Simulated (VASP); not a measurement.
# WC in VASP: notebook

Aim: see how the results for WC move with the level of theory and the settings. Levels: LDA, PBEsol. Tasks: single point.

Everything below comes from runs of VASP 6.6.1. Logs are shortened: lines on timing, memory, paths and dates and some standing lists are left out, and cuts for length are marked.

### Step 1. The cell of the first run

It takes space group Fm-3m (No. 225, cubic). Conventional cell: a = 4.443 Å, b = 4.443 Å, c = 4.443 Å, α = 90.00°, β = 90.00°, γ = 90.00°. Within 2.9 Å of W (site symmetry m-3m) lie 6 C at 2.22 Å. Within 2.9 Å of C (site symmetry m-3m) lie 6 W at 2.22 Å.

### Step 2. Single point, LDA

Input file INCAR:

```
SYSTEM = WC
PREC = Accurate ; ENCUT = 520
EDIFF = 1E-7 ; ISMEAR = -1
SIGMA = 0.05 ; LREAL = .False.
LASPH = .True. ; NELM = 100
ALGO = Normal ; ISIF = 2
LWAVE = .False. ; LCHARG = .False.
NBANDS = 16
```

Input file KPOINTS:

```
regular mesh
0
Gamma
  10 10 10
  0 0 0
```

Input file POSCAR:

```
WC
1.0
    0.0000000000      2.2215384142      2.2215384142
    2.2215384142      0.0000000000      2.2215384142
    2.2215384142      2.2215384142      0.0000000000
W C
1 1
Direct
    0.0000000000      0.0000000000      0.0000000000
    0.5000000000      0.5000000000      0.5000000000
```

Potentials or basis: VASP PAW LDA potentials, release 64 (W_sv, C).

Launch:

```bash
$ cat potpaw_LDA.64/W_sv/POTCAR potpaw_LDA.64/C/POTCAR > POTCAR
$ mpirun -np 1 vasp_std > vasp.out
```

OUTCAR:

```text
SYSTEM = WC
   PREC = Accurate
   ENCUT = 520
   EDIFF = 1E-7
   ISMEAR = -1
   LREAL = .False.
   LASPH = .True.
   NELM = 100
   ISIF = 2

 ion  position               nearest neighbor table
   1  0.000  0.000  0.000-   2 2.22   2 2.22   2 2.22   2 2.22   2 2.22   2 2.22
   2  0.500  0.500  0.500-   1 2.22   1 2.22   1 2.22   1 2.22   1 2.22   1 2.22

  LATTYP: Found a face centered cubic cell.
 ALAT       =     4.4430768284

  Lattice vectors:

 A1 = (   0.0000000000,   2.2215384142,   2.2215384142)
 A2 = (   2.2215384142,   0.0000000000,   2.2215384142)
 A3 = (   2.2215384142,   2.2215384142,   0.0000000000)

Analysis of symmetry for initial positions (statically):
=====================================================================
 Subroutine PRICEL returns:
 Original cell was already a primitive cell.

 Routine SETGRP: Setting up the symmetry group for a
 face centered cubic supercell.

 Subroutine GETGRP returns: Found 48 space group operations
 (whereof 48 operations were pure point group operations)
 out of a pool of 48 trial point group operations.

The static configuration has the point symmetry O_h .

Analysis of symmetry for dynamics (positions and initial velocities):
=====================================================================
 Subroutine PRICEL returns:
 Original cell was already a primitive cell.

 Routine SETGRP: Setting up the symmetry group for a
 face centered cubic supercell.

 Subroutine GETGRP returns: Found 48 space group operations
 (whereof 48 operations were pure point group operations)
 out of a pool of 48 trial point group operations.

The dynamic configuration has the point symmetry O_h .

 Subroutine INISYM returns: Found 48 space group operations
 (whereof 48 operations are pure point group operations),
 and found     1 'primitive' translations

----------------------------------------------------------------------------------------

                                     Primitive cell

  volume of cell :      21.9276

  direct lattice vectors                    reciprocal lattice vectors
     0.000000000  2.221538414  2.221538414    -0.225069257  0.225069257  0.225069257
     2.221538414  0.000000000  2.221538414     0.225069257 -0.225069257  0.225069257
     2.221538414  2.221538414  0.000000000     0.225069257  0.225069257 -0.225069257

  length of vectors
     3.141729755  3.141729755  3.141729755     0.389831388  0.389831388  0.389831388

  position of ions in fractional coordinates (direct lattice)
[... 73 lines left out ...]
   ISPIN  =      1    spin polarized calculation?
   LNONCOLLINEAR =      F non collinear calculations
   LSORBIT =      F    spin-orbit coupling
   LASPH  =      T    aspherical Exc in radial PAW
   ENCUT  =  520.0 eV  38.22 Ry    6.18 a.u.   5.84  5.84  5.84*2*pi/ulx,y,z
   NELM   =    100;   NELMIN=  2; NELMDL= -5     # of ELM steps
   EDIFF  = 0.1E-06   stopping-criterion for ELM
   LREAL  =      F    real-space projection
   EDIFFG = 0.1E-05   stopping-criterion for IOM
   NSW    =      0    number of steps for IOM
   IBRION =     -1    ionic relax: 0-MD 1-quasi-New 2-CG
   NFREE  =      0    steps in history (QN), initial steepest desc. (CG)
   ISIF   =      2    stress and relaxation
   ISYM   =      2    0-nonsym 1-usesym 2-fastsym
   POTIM  = 0.5000    time-step for ionic-motion
   TEBEG  =    0.0;   TEEND  =   0.0 temperature during run
   PSTRESS=    0.0 pullay stress
   NELECT =      18.0000    total number of electrons
   NUPDOWN=      -1.0000    fix difference up-down
   EMIN   =  10.00;   EMAX   =-10.00  energy-range for DOS
   EFERMI =   0.00;   METHOD = LEGACY
   ISMEAR =    -1;   SIGMA  =   0.05  broadening in eV -4-tet -1-fermi 0-gaus
   EFERMI_NEDOS =   21; number of points for ismear=-14 and -15
   IALGO  =     38    algorithm
   IMIX   =      4    mixing-type and parameters
     AMIX     =   0.40;   BMIX     =  1.00
     AMIX_MAG =   1.60;   BMIX_MAG =  1.00
  volume/ion in A,a.u.               =      10.96        73.99
  Fermi-wavevector in a.u.,A,eV,Ry     =   1.532858  2.896681 31.968966  2.349653
  Thomas-Fermi vector in A             =   2.640005
   LORBIT       =      0    0 simple, 1 ext, 2 COOP (PROOUT), +10 PAW based schemes
   GGA     = CA    functional components
   LHFCALC =     F    Hartree Fock is set to
   AEXX    =    0.0000 exact exchange contribution
   IVDW    =     0    specifies the selected vdW correction
   LEPSILON=     F    determine dielectric tensor
   LRPA    =     F    only Hartree local field effects (RPA)
 non-spin polarized calculation
  energy-cutoff  :      520.00
  volume of cell :       21.93
 maximum number of plane-waves:       609
   NGX = 11   NGY = 11   NGZ = 11

 number of electron      18.0000003 magnetization

 Free energy of the ion-electron system (eV)
  ---------------------------------------------------
  ext. energy  EPLUGINS =         0.00000000
  ---------------------------------------------------
  free energy    TOTEN  =       -23.68491534 eV

  energy without entropy =      -23.67835722  energy(sigma->0) =      -23.68163628

 E-fermi :  11.7153     XC(G=0): -13.6808

 val. band max:       11.6067280115   @ k =   0.3000   0.2000   0.1000
 cond. band min:      11.7664573411   @ k =  -0.3000   0.3000   0.1000
 fundamental gap:      0.1597293296
 Fermi energy:        11.7153328484

 k-point     1 :       0.0000    0.0000    0.0000
  band No.  band energies     occupation
      1     -63.2978      2.00000
      2     -27.5513      2.00000
      3     -27.5513      2.00000
      4     -27.5513      2.00000
      5      -3.5893      2.00000
      6       9.0686      2.00000
[... 433 lines left out ...]
      3     -27.7070      2.00000
      4     -27.6916      2.00000
      5      -1.2038      2.00000
      6       4.9059      2.00000
[... 8 lines left out ...]
     15      23.0805      0.00000
     16      26.7265      0.00000

 [... further k-points ...]
[... 5 lines left out ...]
  --------------------------------------------------------------------------------------
  -------------------------------------------------------------------------------------
  Total       -3.6006865     -3.6006865     -3.6006865      0.0000000     -0.0000000      0.0000000
  in kB     -263.0900448   -263.0900448   -263.0900448      0.0000000     -0.0000000      0.0000000
  external PRESSURE =    -263.0900448 kB  Pullay stress =       0.0000000 kB

 VOLUME and BASIS-vectors are now :
 -----------------------------------------------------------------------------
  energy-cutoff  :      520.00
  volume of cell :       21.93
      direct lattice vectors                 reciprocal lattice vectors
     0.000000000  2.221538414  2.221538414    -0.225069257  0.225069257  0.225069257
     2.221538414  0.000000000  2.221538414     0.225069257 -0.225069257  0.225069257
     2.221538414  2.221538414  0.000000000     0.225069257  0.225069257 -0.225069257

 POSITION                                       TOTAL-FORCE (eV/Angst)
 -----------------------------------------------------------------------------------
      0.00000      0.00000      0.00000         0.000000      0.000000      0.000000
      2.22154      2.22154      2.22154        -0.000000     -0.000000     -0.000000
 -----------------------------------------------------------------------------------
    total drift:                                0.000000     -0.000000     -0.000000

  FREE ENERGIE OF THE ION-ELECTRON SYSTEM (eV)
  ---------------------------------------------------
  free  energy   TOTEN  =       -23.6849153398 eV

  energy  without entropy=      -23.6783572225  energy(sigma->0) =      -23.68163628
```

stdout:

```text
POSCAR found type information on POSCAR W C
 POSCAR found :  2 types and       2 ions
 scaLAPACK will be used
 LDA part: xc-table for (Slater(with rela. corr.)+CA(PZ))
 , standard interpolation
 POSCAR, INCAR and KPOINTS ok, starting setup
 FFT: planning ... GRIDC
 FFT: planning ... GRID_SOFT
 FFT: planning ... GRID
 WAVECAR not read
 entering main loop
```

Run time: 7.1 s. Hardware: 1 thread of AMD EPYC 9R45 (Zen 5), shared host; peak memory 0.11 GiB.

Results:

* Free energy: -23.6849 eV
* Pressure: -26.3 GPa
* Band gap on the k mesh: zero (band 9 reaches 12.62 eV, above the bottom of band 10 at 9.65 eV)

Levels at points of the mesh, in eV from the Fermi level:
```tsv
k point	band 7	band 8	band 9	band 10	band 11	band 12
(0.00, 0.00, 0.00)	-2.65	-2.65	-0.98	-0.98	-0.98	-0.98
(0.50, 0.00, 0.00)	-6.31	-6.31	0.91	0.91	2.13	4.94
(0.50, 0.50, 0.00)	-5.41	-2.40	-2.40	0.73	2.06	2.06
```

Caveat: spin-orbit coupling is left out, which moves the levels of the heavy elements.

[end of part 1 of 2]
